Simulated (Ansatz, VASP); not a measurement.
## Two plane-wave programs on K

The input INCAR:

```
SYSTEM = K
PREC = Accurate
ENCUT = 520
EDIFF = 1E-6
ISMEAR = -1
SIGMA = 0.1
LREAL = .FALSE.
LASPH = .TRUE.
NELM = 60
ALGO = Normal
ISIF = 2
LWAVE = .FALSE.
LCHARG = .TRUE.
GGA = RE
LELF = .TRUE.
LVHAR = .TRUE.
NBANDS = 16
```

File KPOINTS:

```
regular mesh
0
G
  6 6 6
  0 0 0
```

File POSCAR:

```
K
1.0
    0.0000000000      5.0274549210      5.0274549210
    5.0274549210      0.0000000000      5.0274549210
    5.0274549210      5.0274549210      0.0000000000
K
2
Direct
    0.1250000000      0.1250000000      0.1250000000
    0.8750000000      0.8750000000      0.8750000000
```

Input for Ansatz:

```yaml
crystal:
  lattice:
    - [0.0, 5.027454921, 5.027454921]
    - [5.027454921, 0.0, 5.027454921]
    - [5.027454921, 5.027454921, 0.0]
  atoms:
    - { symbol: K, position: [0.125, 0.125, 0.125] }
    - { symbol: K, position: [0.875, 0.875, 0.875] }
hamiltonian:
  xc: revpbe
  pseudopotentials:
    kind: paw
    azcp:
      K: "pseudopotentials/K.paw.azcp"
basis:
  ecutwfc: 420
  fft_grid_basis: typed
kpoints:
  mp_grid: { grid: [6, 6, 6], shift: [0, 0, 0] }
magnetization:
  spin_polarized: false
scf:
  occupations: { method: fermi_dirac, width: 0.1 }
  lower_state_search: "off"
output:
  stress: true
```

Alike in both runs: task single point; functional revPBE; k mesh 6 × 6 × 6; occupations fermi-dirac, width 0.1 eV; no spin polarisation.

|  | VASP | Ansatz |
| --- | --- | --- |
| version | VASP 6.6.1 | Ansatz 0.2.0 |
| potentials or method | VASP PAW PBE potentials, release 64 (K_sv), cutoff 520 eV | plane waves (420 eV) with PAW, scalar-relativistic |
| valence electrons in the cell | 18 | 18 |

|  | VASP | Ansatz | Ansatz less VASP |
| --- | --- | --- | --- |
| pressure (GPa) | 0.0 | 0.0 | +0.01 |

VASP's potentials were made for PBE, not for revPBE. With one functional, cell and mesh, what is left measures potentials, basis and numerics.
